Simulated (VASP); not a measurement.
Wanted: the native input for a VASP 6.6.1 run.

| Item | Value |
| --- | --- |
| Task | single point |
| Functional | LDA |
| Potentials or basis | VASP PAW LDA potentials, release 64 (Ru_pv) |
| Cutoff | 520 eV |
| k mesh | 14 × 14 × 8 |
| Occupations | fermi-dirac, width 0.05 eV |
| Spin | no spin polarisation |
| Dipole correction | no |
| Further INCAR settings | ALGO = Normal; EDIFF = 1e-06; NBANDS = 21 |

The structure of Ru lies in POSCAR:

```
Ru
1.0
    2.7078263433      0.0000000000      0.0000000000
   -1.3539131716      2.3450464023      0.0000000000
    0.0000000000      0.0000000000      4.2681017800
Ru
2
Direct
    0.3333333333      0.6666666667      0.2500000000
    0.6666666667      0.3333333333      0.7500000000
```

These files were run (other wordings do the same):

INCAR

```
ALGO     = Normal         # electronic algorithm
EDIFF    = 1E-6           # SCF threshold, eV
ENCUT    = 520            # plane-wave cutoff, eV
GGA      = CA             # functional
ISIF     = 2              # what is computed and relaxed
ISMEAR   = -1             # smearing method
LASPH    = True           # aspherical terms in the spheres
LCHARG   = False          # write CHGCAR
LREAL    = False          # projectors in reciprocal space
LWAVE    = False          # write WAVECAR
NBANDS   = 21             # bands
NELM     = 60             # most SCF steps
PREC     = Accurate       # precision mode
SIGMA    = 0.05           # smearing width, eV
```

KPOINTS

```
k-points
0
Gamma
  14 14 8
```

Potentials or basis: VASP PAW LDA potentials, release 64 (Ru_pv).

The run is started by

```console
$ cat potpaw_LDA.64/Ru_pv/POTCAR > POTCAR
$ mpirun -np 1 vasp_std > vasp.out
```

It gave:

* Pressure: -10.8 GPa
* Band gap on the k mesh: zero (bands 14 and 15 overlap by 3.17 eV)

Caveat: the cell stands under tension.

It took 32 s on 1 thread of AMD EPYC 7R43 64-Core Processor (Zen 3), with other jobs on the host, peak memory 0.13 GiB.
